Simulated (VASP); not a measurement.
# Cu2O in VASP: single point with PBEsol

Aim: the single point of Cu2O with PBEsol.

Program: VASP 6.6.1. These are calculated values, not measurements. Logs are shortened: lines on timing, memory, paths and dates and some standing lists are left out, and cuts for length are marked.

## Step 1: The cell of the first run

The cell holds a slab with vacuum, 18 atoms: a = 5.971 Å, b = 5.971 Å, c = 21.094 Å, α = 90.00°, β = 90.00°, γ = 120.00°.

## Step 2: Single point, PBEsol

INCAR

```
SYSTEM = Cu2O
PREC = Accurate ; ENCUT = 520
EDIFF = 1E-6 ; ISMEAR = 0
SIGMA = 0.05 ; LREAL = .False.
LASPH = .True. ; NELM = 120
ALGO = Normal ; ISIF = 2
LWAVE = .False. ; LCHARG = .True.
LDIPOL = .True. ; IDIPOL = 3
DIPOL = 0.5 0.5 0.500 ; GGA = PS
LELF = .True. ; LVHAR = .True.
LVACPOTAV = .True. ; NBANDS = 99
GGA_COMPAT = .False. ; NELMDL = -8
```

KPOINTS

```
regular mesh
0
Gamma
  6 6 1
  0 0 0
```

POSCAR

```
Cu2O
1.0
    5.9713085872      0.0000000000      0.0000000000
   -2.9856542936      5.1713049303      0.0000000000
    0.0000000000      0.0000000000     21.0944413063
O Cu
6 12
Direct
    0.3333333333      0.6666666667      0.3555439033
    0.6666666667      0.3333333333      0.4133263420
    0.0000000000      0.0000000000      0.4711087807
    0.3333333333      0.6666666667      0.5288912193
    0.6666666667      0.3333333333      0.5866736580
    0.0000000000      0.0000000000      0.6444560967
    0.0000000000      0.0000000000      0.3844351226
    0.5000000000      0.5000000000      0.3844351226
    0.0000000000      0.5000000000      0.3844351226
    0.5000000000      0.0000000000      0.3844351226
    0.6666666667      0.3333333333      0.5000000000
    0.1666666667      0.8333333333      0.5000000000
    0.6666666667      0.8333333333      0.5000000000
    0.1666666667      0.3333333333      0.5000000000
    0.3333333333      0.6666666667      0.6155648774
    0.8333333333      0.1666666667      0.6155648774
    0.3333333333      0.1666666667      0.6155648774
    0.8333333333      0.6666666667      0.6155648774
```

Potentials or basis: VASP PAW PBE potentials, release 64 (O, Cu).

Launch:

```bash
cat potpaw_PBE.64/O/POTCAR potpaw_PBE.64/Cu/POTCAR > POTCAR
mpirun -np 1 vasp_std > vasp.out
```

OUTCAR:

```text
SYSTEM = Cu2O
   PREC = Accurate
   ENCUT = 520
   EDIFF = 1E-6
   ISMEAR = 0
   LREAL = .False.
   LASPH = .True.
   NELM = 120
   ISIF = 2
   GGA = PS
   NELMDL = -8

 ion  position               nearest neighbor table
   1  0.333  0.667  0.356-  10 1.83   9 1.83   8 1.83
   2  0.667  0.333  0.413-  11 1.83  10 1.83   9 1.83   8 1.83
   3  0.000  0.000  0.471-  14 1.83  13 1.83  12 1.83   7 1.83
   4  0.333  0.667  0.529-  12 1.83  14 1.83  13 1.83  15 1.83
   5  0.667  0.333  0.587-  11 1.83  16 1.83  18 1.83  17 1.83
   6  0.000  0.000  0.644-  18 1.83  17 1.83  16 1.83
   7  0.000  0.000  0.384-   3 1.83
   8  0.500  0.500  0.384-   1 1.83   2 1.83
   9  0.000  0.500  0.384-   1 1.83   2 1.83
  10  0.500  0.000  0.384-   1 1.83   2 1.83
  11  0.667  0.333  0.500-   2 1.83   5 1.83
  12  0.167  0.833  0.500-   4 1.83   3 1.83
  13  0.667  0.833  0.500-   3 1.83   4 1.83
  14  0.167  0.333  0.500-   3 1.83   4 1.83
  15  0.333  0.667  0.616-   4 1.83
  16  0.833  0.167  0.616-   5 1.83   6 1.83
  17  0.333  0.167  0.616-   6 1.83   5 1.83
  18  0.833  0.667  0.616-   6 1.83   5 1.83

  LATTYP: Found a hexagonal cell.
 ALAT       =     5.9713085872
 C/A-ratio  =     3.5326329226

  Lattice vectors:

 A1 = (   5.9713085872,   0.0000000000,   0.0000000000)
 A2 = (  -2.9856542936,   5.1713049303,   0.0000000000)
 A3 = (   0.0000000000,   0.0000000000,  21.0944413063)

Analysis of symmetry for initial positions (statically):
=====================================================================
 Subroutine PRICEL returns:
 Original cell was already a primitive cell.

 Routine SETGRP: Setting up the symmetry group for a
 hexagonal supercell.

 Subroutine GETGRP returns: Found 12 space group operations
 (whereof  6 operations were pure point group operations)
 out of a pool of 24 trial point group operations.

The static configuration has the point symmetry C_3v.
 The point group associated with its full space group is D_3d.

Analysis of symmetry for dynamics (positions and initial velocities):
=====================================================================
 Subroutine PRICEL returns:
 Original cell was already a primitive cell.

 Routine SETGRP: Setting up the symmetry group for a
 hexagonal supercell.

 Subroutine GETGRP returns: Found 12 space group operations
 (whereof  6 operations were pure point group operations)
 out of a pool of 24 trial point group operations.

The dynamic configuration has the point symmetry C_3v.
 The point group associated with its full space group is D_3d.

 Subroutine INISYM returns: Found 12 space group operations
 (whereof  6 operations are pure point group operations),
 and found     1 'primitive' translations

----------------------------------------------------------------------------------------

                                     Primitive cell

  volume of cell :     651.3849

  direct lattice vectors                    reciprocal lattice vectors
     5.971308587  0.000000000  0.000000000     0.167467480  0.096687395  0.000000000
    -2.985654294  5.171304930  0.000000000     0.000000000  0.193374789  0.000000000
     0.000000000  0.000000000 21.094441306     0.000000000  0.000000000  0.047405854

  length of vectors
     5.971308587  5.971308587 21.094441306     0.193374789  0.193374789  0.047405854

  position of ions in fractional coordinates (direct lattice)
     0.333333333  0.666666667  0.355543903
     0.666666667  0.333333333  0.413326342
     0.000000000  0.000000000  0.471108781
     0.333333333  0.666666667  0.528891219
     0.666666667  0.333333333  0.586673658
     0.000000000  0.000000000  0.644456097
[... 10 lines left out ...]
     0.333333333  0.166666667  0.615564877
     0.833333333  0.666666667  0.615564877

  ion indices of the primitive-cell ions
   primitive index   ion index
                 1           1
                 2           2
                 3           3
                 4           4
                 5           5
                 6           6
[... 10 lines left out ...]
                17          17
                18          18

----------------------------------------------------------------------------------------

 KPOINTS: regular mesh

Automatic generation of k-mesh.
 Grid dimensions read from file:
 generate k-points for:    6    6    1

 Generating k-lattice:

  Cartesian coordinates                     Fractional coordinates (reciprocal lattice)
     0.027911247  0.016114566  0.000000000     0.166666667  0.000000000  0.000000000
     0.000000000  0.032229132  0.000000000     0.000000000  0.166666667  0.000000000
     0.000000000  0.000000000  0.047405854     0.000000000  0.000000000  1.000000000

  Length of vectors
     0.032229132  0.032229132  0.047405854

  Shift w.r.t. Gamma in fractional coordinates (k-lattice)
     0.000000000  0.000000000  0.000000000

 Subroutine IBZKPT returns following result:
 ===========================================

 Found      7 irreducible k-points:

 Following reciprocal coordinates:
            Coordinates               Weight
  0.000000  0.000000  0.000000      1.000000
  0.166667  0.000000  0.000000      6.000000
  0.333333  0.000000  0.000000      6.000000
  0.500000  0.000000  0.000000      3.000000
  0.166667  0.166667  0.000000      6.000000
  0.333333  0.166667  0.000000     12.000000
  0.333333  0.333333  0.000000      2.000000
   k-points           NKPTS =      7   k-points in BZ     NKDIM =      7   number of bands    NBANDS=     99
   number of dos      NEDOS =    301   number of ions     NIONS =     18
   total plane-waves  NPLWV = 368640
   dimension x,y,z NGX =    48 NGY =   48 NGZ =  160
   dimension x,y,z NGXF=    96 NGYF=   96 NGZF=  320
   ions per type =               6  12
   NGX,Y,Z   is equivalent  to a cutoff of  13.36, 13.36, 12.61 a.u.
   NGXF,Y,Z  is equivalent  to a cutoff of  26.73, 26.73, 25.22 a.u.
 SYSTEM =  Cu2O
   PREC   = accura    normal or accurate (medium, high low for compatibility)
   ISTART =      0    job   : 0-new  1-cont  2-samecut
   ICHARG =      2    charge: 1-file 2-atom 10-const
   ISPIN  =      1    spin polarized calculation?
   LNONCOLLINEAR =      F non collinear calculations
   LSORBIT =      F    spin-orbit coupling
   LASPH  =      T    aspherical Exc in radial PAW
   ENCUT  =  520.0 eV  38.22 Ry    6.18 a.u.  11.10 11.10 39.22*2*pi/ulx,y,z
   NELM   =    120;   NELMIN=  2; NELMDL= -8     # of ELM steps
   EDIFF  = 0.1E-05   stopping-criterion for ELM
   LREAL  =      F    real-space projection
   EDIFFG = 0.1E-04   stopping-criterion for IOM
   NSW    =      0    number of steps for IOM
   IBRION =     -1    ionic relax: 0-MD 1-quasi-New 2-CG
   NFREE  =      0    steps in history (QN), initial steepest desc. (CG)
   ISIF   =      2    stress and relaxation
   ISYM   =      2    0-nonsym 1-usesym 2-fastsym
   POTIM  = 0.5000    time-step for ionic-motion
   TEBEG  =    0.0;   TEEND  =   0.0 temperature during run
   PSTRESS=    0.0 pullay stress
   NELECT =     168.0000    total number of electrons
   NUPDOWN=      -1.0000    fix difference up-down
   EMIN   =  10.00;   EMAX   =-10.00  energy-range for DOS
   EFERMI =   0.00;   METHOD = LEGACY
   ISMEAR =     0;   SIGMA  =   0.05  broadening in eV -4-tet -1-fermi 0-gaus
   EFERMI_NEDOS =   21; number of points for ismear=-14 and -15
   IALGO  =     38    algorithm
   IMIX   =      4    mixing-type and parameters
     AMIX     =   0.40;   BMIX     =  1.00
     AMIX_MAG =   1.60;   BMIX_MAG =  1.00
  volume/ion in A,a.u.               =      36.19       244.21
  Fermi-wavevector in a.u.,A,eV,Ry     =   1.042074  1.969235 14.774824  1.085919
  Thomas-Fermi vector in A             =   2.176723
   LORBIT       =      0    0 simple, 1 ext, 2 COOP (PROOUT), +10 PAW based schemes
   GGA     = PS    functional components
   LHFCALC =     F    Hartree Fock is set to
   AEXX    =    0.0000 exact exchange contribution
   IVDW    =     0    specifies the selected vdW correction
   LEPSILON=     F    determine dielectric tensor
   LRPA    =     F    only Hartree local field effects (RPA)
 non-spin polarized calculation
 Gauss-broadening in eV      SIGMA  =   0.05
  energy-cutoff  :      520.00
  volume of cell :      651.38
 maximum number of plane-waves:     17595
 NGX is ok and might be reduce to    48
   NGX = 23   NGY = 23   NGZ = 79

 dipolmoment           0.000000      0.000000      0.000000 electrons x Angstroem

 number of electron     168.0000078 magnetization

 dipolmoment           0.000000      0.000000     -0.000000 electrons x Angstroem

 Free energy of the ion-electron system (eV)
  ---------------------------------------------------
  ext. energy  EPLUGINS =         0.00000000
  ---------------------------------------------------
  free energy    TOTEN  =       -86.11841835 eV

  energy without entropy =      -86.11841835  energy(sigma->0) =      -86.11841835

 E-fermi :  -1.2325     XC(G=0):  -4.6174

 val. band max:       -1.4974354916   @ k =   0.0000   0.0000   0.0000
 cond. band min:      -0.9557450515   @ k =   0.0000   0.0000   0.0000
 fundamental gap:      0.5416904402
 Fermi energy:        -1.2324792052

 k-point     1 :       0.0000    0.0000    0.0000
  band No.  band energies     occupation
      1     -21.5391      2.00000
      2     -21.3893      2.00000
      3     -21.3283      2.00000
      4     -20.9398      2.00000
      5     -19.7777      2.00000
      6     -19.7711      2.00000
[... 88 lines left out ...]
     95       2.7747      0.00000
     96       2.9307      0.00000

 k-point     2 :       0.1667    0.0000    0.0000
  band No.  band energies     occupation
      1     -21.5169      2.00000
      2     -21.3760      2.00000
      3     -21.3187      2.00000
      4     -20.9717      2.00000
      5     -19.7893      2.00000
      6     -19.7842      2.00000
[... 88 lines left out ...]
     95       2.9226      0.00000
     96       3.1886      0.00000

 k-point     3 :       0.3333    0.0000    0.0000
  band No.  band energies     occupation
      1     -21.4728      2.00000
      2     -21.3322      2.00000
      3     -21.2980      2.00000
      4     -21.0528      2.00000
      5     -19.8128      2.00000
      6     -19.8107      2.00000
[... 88 lines left out ...]
     95       2.2646      0.00000
     96       3.2653      0.00000

 k-point     4 :       0.5000    0.0000    0.0000
  band No.  band energies     occupation
      1     -21.4530      2.00000
      2     -21.2973      2.00000
      3     -21.2755      2.00000
      4     -21.1158      2.00000
      5     -19.8250      2.00000
      6     -19.8237      2.00000
[... 88 lines left out ...]
     95       2.4024      0.00000
     96       3.1516      0.00000

 k-point     5 :       0.1667    0.1667    0.0000
  band No.  band energies     occupation
      1     -21.4838      2.00000
      2     -21.3458      2.00000
      3     -21.3039      2.00000
      4     -21.0293      2.00000
      5     -19.8068      2.00000
      6     -19.8040      2.00000
[... 88 lines left out ...]
     95       2.6839      0.00000
     96       2.9037      0.00000

 k-point     6 :       0.3333    0.1667    0.0000
  band No.  band energies     occupation
      1     -21.4544      2.00000
      2     -21.2914      2.00000
      3     -21.2791      2.00000
      4     -21.1167      2.00000
      5     -19.8248      2.00000
      6     -19.8240      2.00000
[... 88 lines left out ...]
     95       2.5109      0.00000
     96       3.0610      0.00000

 k-point     7 :       0.3333    0.3333    0.0000
  band No.  band energies     occupation
      1     -21.4471      2.00000
      2     -21.2825      2.00000
      3     -21.2024      2.00000
      4     -21.2024      2.00000
      5     -19.8308      2.00000
      6     -19.8308      2.00000
[... 88 lines left out ...]
     95       2.6670      0.00000
     96       2.6670      0.00000
 [bands above 96 left out]

------------------------ aborting loop because EDIFF is reached ----------------------------------------

  FORCE on cell =-STRESS in cart. coord.  units (eV):
  Direction    XX          YY          ZZ          XY          YZ          ZX
  --------------------------------------------------------------------------------------
  -------------------------------------------------------------------------------------
  Total       -7.5316459     -7.5316459      2.9543711     -0.0000000      0.0000000      0.0000000
  in kB      -18.5251949    -18.5251949      7.2667119     -0.0000000      0.0000000      0.0000000
  external PRESSURE =      -9.9278927 kB  Pullay stress =       0.0000000 kB

 VOLUME and BASIS-vectors are now :
 -----------------------------------------------------------------------------
  energy-cutoff  :      520.00
  volume of cell :      651.38
      direct lattice vectors                 reciprocal lattice vectors
     5.971308587  0.000000000  0.000000000     0.167467480  0.096687395  0.000000000
    -2.985654294  5.171304930  0.000000000     0.000000000  0.193374789  0.000000000
     0.000000000  0.000000000 21.094441306     0.000000000  0.000000000  0.047405854

 POSITION                                       TOTAL-FORCE (eV/Angst)
 -----------------------------------------------------------------------------------
     -0.00000      3.44754      7.50000         0.000000     -0.000000     -0.148877
      2.98565      1.72377      8.71889         0.000000      0.000000     -0.503773
      0.00000      0.00000      9.93778         0.000000     -0.000000      0.472408
     -0.00000      3.44754     11.15666         0.000000      0.000000     -0.472408
      2.98565      1.72377     12.37555         0.000000     -0.000000      0.503773
      0.00000      0.00000     13.59444         0.000000      0.000000      0.148877
[... 10 lines left out ...]
      1.49283      0.86188     12.98500        -0.639697     -0.369329     -0.097404
      2.98565      3.44754     12.98500        -0.000000      0.738658     -0.097404
 -----------------------------------------------------------------------------------
    total drift:                               -0.000000      0.000000      0.000001

  FREE ENERGIE OF THE ION-ELECTRON SYSTEM (eV)
  ---------------------------------------------------
  free  energy   TOTEN  =       -86.1184183494 eV

  energy  without entropy=      -86.1184183494  energy(sigma->0) =      -86.11841835

 vacuum level on the upper side and lower side of the slab         3.350         3.350
```

It took 19 min on 1 thread of AMD EPYC 7R13 (Zen 3), shared host; peak memory 0.89 GiB.

Results:

| Quantity | Value |
| --- | --- |
| Free energy | -86.1184 eV |
| Largest force | 0.745 eV/Å |
| Band gap on the k mesh | 0.54 eV |

Forces in eV/Å, atoms in the order of the input:
```
O    0.000  0.000 -0.149
O    0.000  0.000 -0.504
O    0.000  0.000  0.472
O    0.000  0.000 -0.472
O    0.000  0.000  0.504
O    0.000  0.000  0.149
Cu   0.000  0.000 -0.495
Cu  -0.640  0.369  0.097
Cu   0.640  0.369  0.097
Cu   0.000 -0.739  0.097
Cu   0.000  0.000  0.000
Cu   0.000  0.000  0.000
Cu   0.000  0.000  0.000
Cu   0.000  0.000  0.000
Cu   0.000  0.000  0.495
Cu   0.640 -0.369 -0.097
Cu  -0.640 -0.369 -0.097
Cu   0.000  0.739 -0.097
```

Levels at points of the mesh, in eV from the valence-band top:
```
           k point  band 80  band 81  band 82  band 83  band 84  band 85  band 86  band 87  band 88  band 89
(0.00, 0.00, 0.00)    -0.57    -0.48    -0.18    -0.18     0.00     0.54     0.76     1.95     1.95     2.16
(0.50, 0.00, 0.00)    -0.58    -0.54    -0.41    -0.36    -0.32     0.89     1.00     2.10     2.25     2.60
```

Caveat: the PAW data sets were made with another functional, which shifts forces and pressure a little.
